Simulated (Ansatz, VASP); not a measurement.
# Two plane-wave programs on Hg

```
Hg
1.0
     1.67961    0.95718    2.17690
    -1.67961    0.95718    2.17690
     0.00000   -1.98138    2.20686
Hg
1
Cartesian
  0.0000 0.0000 0.0000
```

Alike in both runs: task single point; functional PBE; k mesh 14 × 14 × 14; occupations gaussian, width 0.1 eV; no spin polarisation.

```csv
,VASP,Ansatz
version,VASP 6.6.1,Ansatz 0.2.0
potentials or method,"VASP PAW PBE potentials, release 64 (Hg), cutoff 520 eV","scalar-relativistic, plane waves, PAW"
valence electrons in the cell,12,20
```

Ansatz gave:

| Property | Result |
| --- | --- |
| gap on the k mesh at the Fermi level (eV) | none |
| pressure (GPa) | 11.4 |
| traceless stress, the component that is largest in VASP (GPa) | 1.53 |

Problem. Which values does VASP return?

Solution. gap on the k mesh at the Fermi level (eV): none; pressure (GPa): 12.0; traceless stress, the component that is largest in VASP (GPa): 1.78.

A gap of «none» marks a metal or a gap that the smearing closes. With one functional, cell and mesh, what is left measures potentials, basis and numerics. VASP's potentials hold 12 valence electrons a cell and Ansatz's 20, so a difference there can come from the potentials and not from the codes.

Spin-orbit coupling is off throughout.
